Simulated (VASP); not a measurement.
# Co (P-3m1) in VASP: settings compared

Aim: see how the results for Co move with the level of theory and the settings. Levels: PBEsol, PBE. Tasks: vibrations by perturbation theory.

Everything below comes from runs of VASP 6.6.1. Logs are shortened: lines on timing, memory, paths and dates and some standing lists are left out, and cuts for length are marked.

### Step 1. The cell of the first run

Symmetry: P-3m1, No. 164, trigonal system. The conventional cell has a = 2.487 Å, b = 2.487 Å, c = 4.063 Å, α = 90.00°, β = 90.00°, γ = 120.00°. Co (site symmetry 3m) has 12 Co at 2.42 to 2.55 Å within 3.2 Å.

### Step 2. Vibrations by perturbation theory, PBEsol, collinear spin, ferromagnetic start

INCAR reads:

```
SYSTEM = Co
PREC     = Accurate       ! precision mode
ENCUT    = 520            ! plane-wave cutoff, eV
EDIFF    = 1E-8           ! SCF threshold, eV
ISMEAR   = -1             ! smearing method
SIGMA    = 0.05           ! smearing width, eV
LREAL    = .False.        ! projectors in reciprocal space
LASPH    = .True.         ! aspherical terms in the spheres
NELM     = 150            ! most SCF steps
ALGO     = Fast           ! electronic algorithm
ISIF     = 2              ! what is computed and relaxed
LWAVE    = .False.        ! write WAVECAR
LCHARG   = .False.        ! write CHGCAR
ISPIN    = 2              ! spin polarisation
MAGMOM   = 2 2            ! initial moments
LORBIT   = 11             ! projections on sites
LMAXMIX  = 4              ! l up to which the mixer works
GGA      = PS             ! functional
IBRION   = 8              ! ionic algorithm
NSW      = 1              ! ionic steps
```

KPOINTS reads:

```
Automatic mesh
0
Gamma
  10 10 6
  0 0 0
```

POSCAR reads:

```
Co
1.0
    2.4873648738      0.0000000000      0.0000000000
   -1.2436824369      2.1541211692      0.0000000000
    0.0000000000      0.0000000000      4.0632895034
Co
2
Direct
    0.3333333333      0.6666666667      0.7401390000
    0.6666666667      0.3333333333      0.2598610000
```

Potentials or basis: VASP PAW PBE potentials, release 64 (Co).

Run with:

```sh
$ cat potpaw_PBE.64/Co/POTCAR > POTCAR
$ mpirun -np 1 vasp_std > vasp.out
```

OUTCAR:

```text
SYSTEM = Co
   PREC = Accurate
   ENCUT = 520
   EDIFF = 1E-8
   ISMEAR = -1
   LREAL = .False.
   LASPH = .True.
   NELM = 150
   ISIF = 2
   ISPIN = 2
   LORBIT = 11
   GGA = PS
   IBRION = 8
   NSW = 1

 ion  position               nearest neighbor table
   1  0.333  0.667  0.740-   2 2.42   2 2.42   2 2.42   2 2.55   2 2.55   2 2.55
   2  0.667  0.333  0.260-   1 2.42   1 2.42   1 2.42   1 2.55   1 2.55   1 2.55

  LATTYP: Found a hexagonal cell.
 ALAT       =     2.4873648738
 C/A-ratio  =     1.6335719565

  Lattice vectors:

 A1 = (   2.4873648738,   0.0000000000,   0.0000000000)
 A2 = (  -1.2436824369,   2.1541211692,   0.0000000000)
 A3 = (   0.0000000000,   0.0000000000,   4.0632895034)

Analysis of symmetry for initial positions (statically):
=====================================================================
 Subroutine PRICEL returns:
 Original cell was already a primitive cell.

 Routine SETGRP: Setting up the symmetry group for a
 hexagonal supercell.

 Subroutine GETGRP returns: Found 12 space group operations
 (whereof 12 operations were pure point group operations)
 out of a pool of 24 trial point group operations.

The static configuration has the point symmetry D_3d.

Analysis of symmetry for dynamics (positions and initial velocities):
=====================================================================
 Subroutine PRICEL returns:
 Original cell was already a primitive cell.

 Routine SETGRP: Setting up the symmetry group for a
 hexagonal supercell.

 Subroutine GETGRP returns: Found 12 space group operations
 (whereof 12 operations were pure point group operations)
 out of a pool of 24 trial point group operations.

The dynamic configuration has the point symmetry D_3d.

Analysis of structural, dynamic, and magnetic symmetry:
=====================================================================
 Subroutine PRICEL returns:
 Original cell was already a primitive cell.

 Routine SETGRP: Setting up the symmetry group for a
 hexagonal supercell.

 Subroutine GETGRP returns: Found 12 space group operations
 (whereof 12 operations were pure point group operations)
 out of a pool of 24 trial point group operations.

The overall configuration has the point symmetry D_3d.

 Subroutine INISYM returns: Found 12 space group operations
 (whereof 12 operations are pure point group operations),
 and found     1 'primitive' translations

----------------------------------------------------------------------------------------

                                     Primitive cell

  volume of cell :      21.7715

  direct lattice vectors                    reciprocal lattice vectors
     2.487364874  0.000000000  0.000000000     0.402031889  0.232113220  0.000000000
    -1.243682437  2.154121169  0.000000000     0.000000000  0.464226439  0.000000000
     0.000000000  0.000000000  4.063289503     0.000000000  0.000000000  0.246106018

  length of vectors
     2.487364874  2.487364874  4.063289503     0.464226439  0.464226439  0.246106018

  position of ions in fractional coordinates (direct lattice)
     0.333333333  0.666666667  0.740139000
     0.666666667  0.333333333  0.259861000

  ion indices of the primitive-cell ions
   primitive index   ion index
                 1           1
                 2           2

----------------------------------------------------------------------------------------

 KPOINTS: Automatic mesh

Automatic generation of k-mesh.
 Grid dimensions read from file:
 generate k-points for:   10   10    6

 Generating k-lattice:

  Cartesian coordinates                     Fractional coordinates (reciprocal lattice)
     0.040203189  0.023211322  0.000000000     0.100000000  0.000000000  0.000000000
     0.000000000  0.046422644  0.000000000     0.000000000  0.100000000  0.000000000
[... 128 lines left out ...]
     10       9.1957      1.00000
     11       9.1957      1.00000
     12       9.8057      0.98635
     13      16.1261      0.00000
     14      32.0598      0.00000
[... 403 lines left out ...]
      4       6.6346      1.00000
      5       7.3989      1.00000
      6       7.8374      1.00000
      7       8.5623      1.00000
      8       9.1874      1.00000
      9       9.3717      1.00000
     10       9.4978      0.99997
     11      11.1118      0.00000
     12      13.1498      0.00000
     13      18.5694      0.00000
     14      19.0817      0.00000
     15      24.3504      0.00000

 [... further k-points ...]

 spin component 2

 k-point     1 :       0.0000    0.0000    0.0000
  band No.  band energies     occupation
      1       1.1377      1.00000
      2       5.8258      1.00000
      3       8.9746      1.00000
      4       9.0866      1.00000
      5       9.0866      1.00000
      6       9.4007      1.00000
      7       9.4007      1.00000
      8       9.8564      0.96324
      9       9.9496      0.80257
     10       9.9496      0.80257
     11      11.0991      0.00000
     12      11.0991      0.00000
     13      17.1843      0.00000
     14      31.8938      0.00000
[... 416 lines left out ...]
 [... further k-points ...]
[... 5 lines left out ...]
  --------------------------------------------------------------------------------------
  -------------------------------------------------------------------------------------
  Total       -1.1864617     -1.1864617     -1.5011750      0.0000000     -0.0000000      0.0000000
  in kB      -87.3125976    -87.3125976   -110.4725817      0.0000000     -0.0000000      0.0000000
  external PRESSURE =     -95.0325923 kB  Pullay stress =       0.0000000 kB

 VOLUME and BASIS-vectors are now :
 -----------------------------------------------------------------------------
  energy-cutoff  :      520.00
  volume of cell :       21.77
      direct lattice vectors                 reciprocal lattice vectors
     2.487364874  0.000000000  0.000000000     0.402031889  0.232113220  0.000000000
    -1.243682437  2.154121169  0.000000000     0.000000000  0.464226439  0.000000000
     0.000000000  0.000000000  4.063289503     0.000000000  0.000000000  0.246106018

 POSITION                                       TOTAL-FORCE (eV/Angst)
 -----------------------------------------------------------------------------------
     -0.00000      1.43608      3.00740         0.000000     -0.000000      0.420509
      1.24368      0.71804      1.05589        -0.000000      0.000000     -0.420509
 -----------------------------------------------------------------------------------
    total drift:                                0.000000     -0.000000     -0.000000

  FREE ENERGIE OF THE ION-ELECTRON SYSTEM (eV)
  ---------------------------------------------------
  free  energy   TOTEN  =       -15.4249519575 eV

  energy  without entropy=      -15.4109532156  energy(sigma->0) =      -15.41795259

[... ionic steps 2 to 3 ...]

--------------------------------------- Ionic step        4  -------------------------------------------

------------------------ aborting loop because EDIFF is reached ----------------------------------------

[... ionic steps 5 to 5 ...]

--------------------------------------- Ionic step        6  -------------------------------------------

 Free energy of the ion-electron system (eV)
  ---------------------------------------------------
  ---------------------------------------------------
  free energy    TOTEN  =        -0.17657247 eV

  energy without entropy =       -0.17656268

------------------------ aborting loop because EDIFF is reached ----------------------------------------

 INTERNAL STRAIN TENSOR  FOR ION    1  DIRECTION 3   (eV/Angst):
 -----------------------------------------------------------------------------
    -1.72666  0.00000  0.00000
     0.00000 -1.72666  0.00000
     0.00000 -0.00000 -5.27266

 INTERNAL STRAIN TENSOR FOR ION    2 for displacements in x,y,z  (eV/Angst):
          X           Y           Z          XY          YZ          ZX
  --------------------------------------------------------------------------------
  x     0.00000    -0.00000     0.00000     2.59431     0.00000     1.61992
  y     2.59431    -2.59431     0.00000    -0.00000     1.51418     0.00000
  z     1.72666     1.72666     5.27266     0.00000     0.00000     0.00000

 SECOND DERIVATIVES (NOT SYMMETRIZED)
 ------------------------------------
               1X          1Y          1Z          2X          2Y          2Z
  1X    -2.199712    0.000000    0.000000    2.199712    0.000000    0.000000
  1Y     0.000000   -2.199712    0.000000    0.000000    2.199712    0.000000
  1Z     0.000000    0.000000   -6.760807    0.000000    0.000000    6.760807
  2X     2.199712    0.000000    0.000000   -2.199712    0.000000    0.000000
  2Y     0.000000    2.199712    0.000000    0.000000   -2.199712    0.000000
  2Z     0.000000    0.000000    6.760807    0.000000    0.000000   -6.760807

 Eigenvectors and eigenvalues of the dynamical matrix
 ----------------------------------------------------

   1 f  =    7.488343 THz    47.050644 2PiTHz  249.784224 cm-1    30.969283 meV
             X         Y         Z           dx          dy          dz
     -0.000000  1.436081  3.007399     0.000000    0.000000   -0.707107
      1.243682  0.718040  1.055890     0.000000    0.000000    0.707107
[... 21 lines left out ...]
   6 f  =    0.000000 THz     0.000000 2PiTHz    0.000000 cm-1     0.000000 meV
             X         Y         Z           dx          dy          dz
     -0.000000  1.436081  3.007399     0.000000    0.000000    0.707107
      1.243682  0.718040  1.055890     0.000000    0.000000    0.707107

--------------------------------------------------------------------------------------------------------

 ELASTIC MODULI CONTR FROM IONIC RELAXATION (kBar)
 Direction    XX          YY          ZZ          XY          YZ          ZX
 --------------------------------------------------------------------------------
 XX        -257.6176    192.7139    -99.0973     -0.0000   -131.4191     -0.0000
 YY         192.7139   -257.6176    -99.0973      0.0000    131.4191      0.0000
 ZZ         -99.0973    -99.0973   -302.6103      0.0000      0.0000      0.0000
 XY          -0.0000      0.0000      0.0000   -225.1657     -0.0000   -140.5962
 YZ        -131.4191    131.4191      0.0000     -0.0000    -76.7034     -0.0000
 ZX          -0.0000      0.0000      0.0000   -140.5962     -0.0000    -87.7899
 --------------------------------------------------------------------------------

 total charge

# of ion       s       p       d       tot
------------------------------------------
    1        0.491   0.526   7.253   8.270
    2        0.491   0.526   7.253   8.270
--------------------------------------------------
tot          0.981   1.052  14.507  16.540

 magnetization (x)

# of ion       s       p       d       tot
------------------------------------------
    1       -0.013  -0.049   1.732   1.671
    2       -0.013  -0.049   1.732   1.671
--------------------------------------------------
tot         -0.026  -0.098   3.465   3.341
```

Wall time 6.1 min (1 thread of Intel Xeon Platinum 8375C at 2.90GHz (Ice Lake), shared host); peak memory 0.43 GiB.

What came out:

```yaml
Net_moment: 3.31 μB per cell
Site_moments: Co +1.67 μB
Valence_electrons_inside_the_program's_atomic_spheres: Co 8.27
Highest_phonon_frequency_at_Γ: 250 cm⁻¹
```

Phonon frequencies in cm⁻¹ (negative: imaginary):
| q point | frequencies |
| --- | --- |
| (0.000, 0.000, 0.000) | 0 0 0 142 142 250 |

Caveat: the cell stands under pressure or tension, which shifts response properties; the PAW data sets were made with another functional, which shifts forces and pressure a little.

### Step 3. Vibrations by perturbation theory, PBE, collinear spin, ferromagnetic start

INCAR reads:

```
SYSTEM = Co
PREC = Accurate
ENCUT = 600
EDIFF = 1E-8
ISMEAR = -1
SIGMA = 0.05
LREAL = .False.
LASPH = .True.
NELM = 200
ALGO = Normal
ISIF = 2
LWAVE = .False.
LCHARG = .False.
ISPIN = 2
MAGMOM = 2 2
LORBIT = 11
LMAXMIX = 4
GGA = PE
NBANDS = 20
IBRION = 8
NSW = 1
GGA_COMPAT = .False.
```

KPOINTS reads:

```
Automatic mesh
0
Gamma
  9 9 5
  0 0 0
```

POSCAR is that of step 2.

Potentials or basis: VASP PAW PBE potentials, release 64 (Co).

Run with:

```sh
$ cat potpaw_PBE.64/Co/POTCAR > POTCAR
$ mpirun -np 1 vasp_std > vasp.out
```

OUTCAR:

```text
SYSTEM = Co
   PREC = Accurate
   ENCUT = 600
   EDIFF = 1E-8
   ISMEAR = -1
   LREAL = .False.
   LASPH = .True.
   NELM = 200
   ISIF = 2
   ISPIN = 2
   LORBIT = 11
   GGA = PE
   IBRION = 8
   NSW = 1

 ion  position               nearest neighbor table
   1  0.333  0.667  0.740-   2 2.42   2 2.42   2 2.42   2 2.55   2 2.55   2 2.55
   2  0.667  0.333  0.260-   1 2.42   1 2.42   1 2.42   1 2.55   1 2.55   1 2.55

  LATTYP: Found a hexagonal cell.
 ALAT       =     2.4873648738
 C/A-ratio  =     1.6335719565

  Lattice vectors:

 A1 = (   2.4873648738,   0.0000000000,   0.0000000000)
[... 1390 lines left out ...]
     -0.000000  1.436081  3.007399     0.000000   -0.000000    0.707107
      1.243682  0.718040  1.055890    -0.000000    0.000000   -0.707107
[... 21 lines left out ...]
   6 f  =    0.000000 THz     0.000000 2PiTHz    0.000001 cm-1     0.000000 meV
             X         Y         Z           dx          dy          dz
     -0.000000  1.436081  3.007399     0.109780    0.360333   -0.598422
      1.243682  0.718040  1.055890     0.109780    0.360333   -0.598422

--------------------------------------------------------------------------------------------------------

 ELASTIC MODULI CONTR FROM IONIC RELAXATION (kBar)
 Direction    XX          YY          ZZ          XY          YZ          ZX
 --------------------------------------------------------------------------------
 XX        -263.5152    216.6246    -82.8243     -0.0000   -134.4026      0.0000
 YY         216.6246   -263.5152    -82.8243     -0.0000    134.4026      0.0000
 ZZ         -82.8243    -82.8243   -292.5903     -0.0000     -0.0000      0.0000
 XY          -0.0000     -0.0000     -0.0000   -240.0699     -0.0000   -129.2923
 YZ        -134.4026    134.4026     -0.0000     -0.0000    -75.2450     -0.0000
 ZX           0.0000      0.0000      0.0000   -129.2923     -0.0000    -69.6318
 --------------------------------------------------------------------------------

 total charge

# of ion       s       p       d       tot
------------------------------------------
    1        0.487   0.518   7.269   8.274
    2        0.487   0.518   7.269   8.274
--------------------------------------------------
tot          0.973   1.036  14.539  16.548

 magnetization (x)

# of ion       s       p       d       tot
------------------------------------------
    1       -0.017  -0.059   1.644   1.568
    2       -0.017  -0.059   1.644   1.568
--------------------------------------------------
tot         -0.033  -0.118   3.288   3.137
```

stdout:

```text
POSCAR found type information on POSCAR Co
 POSCAR found :  1 types and       2 ions
 scaLAPACK will be used
 LDA part: xc-table for (Slater+PW92), standard interpolation
 POSCAR, INCAR and KPOINTS ok, starting setup
 FFT: planning ... GRIDC
 FFT: planning ... GRID_SOFT
 FFT: planning ... GRID
 WAVECAR not read
 entering main loop
 Linear response reoptimize wavefunctions to high precision
 Linear response DOF=           2
 Linear response progress:
 first order change of Fermi-energy   0.41581E-05
 force on displaced ion       1 direction 1 :  -2.284   0.001   0.000
 Linear response progress:
 first order change of Fermi-energy  -0.38451E+00
 force on displaced ion       1 direction 3 :  -0.000   0.000  -7.492
 Linear response finished
```

Wall time 6.3 min (1 thread of Oxide Virtual Turin-like, shared host); peak memory 0.43 GiB.

What came out:

```
Net moment                                            : 3.09 μB per cell
Site moments                                          : Co +1.57 μB
Valence electrons inside the program's atomic spheres : Co 8.27
Highest phonon frequency at Γ                         : 263 cm⁻¹
```

Phonon frequencies in cm⁻¹ (negative: imaginary):
| q point | frequencies |
| --- | --- |
| (0.000, 0.000, 0.000) | 0 0 0 145 145 263 |

Caveat: the cell stands under pressure or tension, which shifts response properties.
